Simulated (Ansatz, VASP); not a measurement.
**One calculation of GaAs, two programs**

```xyz
2
Lattice="0.0000 2.8014 2.8014 2.8014 0.0000 2.8014 2.8014 2.8014 0.0000" Properties=species:S:1:pos:R:3 pbc="T T T"
Ga    0.0000    0.0000    0.0000
As    4.2021    4.2021    4.2021
```

Alike in both runs: functional LDA; k mesh 12 × 12 × 12; occupations gaussian, width 0.01 eV; no spin polarisation.

Ansatz relaxed the structure, and its values are those at the end. VASP's run is a single point on that final structure, the one shown.

|  | VASP | Ansatz |
| --- | --- | --- |
| version | VASP 6.6.1 | Ansatz 0.2.0 |
| potentials or method | VASP PAW LDA potentials, release 64 (Ga_d, As_d), cutoff 510 eV | scalar-relativistic, plane waves, PAW |
| valence electrons in the cell | 28 | 28 |

```csv
,VASP,Ansatz,Ansatz less VASP
gap on the k mesh at the Fermi level (eV),0.53,0.49,-0.042
least direct gap on the mesh (eV),0.53,0.49,-0.042
pressure (GPa),0.2,0.0,-0.16
```

LDA's correlation is that of Perdew and Zunger in VASP and of Perdew and Wang (1992) in Ansatz.
